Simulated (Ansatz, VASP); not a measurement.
**WS2 in VASP and in Ansatz**

```xyz
3
Lattice="3.1254 0.0004 0.0017 -1.5623 2.7047 0.0003 0.0093 0.0074 16.9533" Properties=species:S:1:pos:R:3 pbc="T T T"
W     0.0002    1.8031    0.0008
S     1.5729    0.9100   15.3933
S     1.5620    0.9012    1.5625
```

Change from the starting cell: all W atoms moved 0.3 Å in one direction; relaxed back.

Alike in both runs: functional LDA; k mesh 12 × 12 × 2; occupations gaussian, width 0.05 eV; no spin polarisation.

Ansatz relaxed the structure, and its values are those at the end. VASP's run is a single point on that final structure, the one shown.

|  | VASP | Ansatz |
| --- | --- | --- |
| version | VASP 6.6.1 | Ansatz 0.2.0 |
| potentials or method | VASP PAW LDA potentials, release 64 (W_sv, S), cutoff 520 eV | scalar-relativistic, plane waves, PAW |
| valence electrons in the cell | 26 | 26 |

```tsv
	VASP	Ansatz	Ansatz less VASP
gap on the k mesh at the Fermi level (eV)	2.00	1.99	-0.012
least direct gap on the mesh (eV)	2.00	1.99	-0.012
rms of the force components (eV/Å)	0.020	0.003	-0.0164
```

LDA's correlation is that of Perdew and Zunger in VASP and of Perdew and Wang (1992) in Ansatz.

Spin-orbit coupling is off throughout.
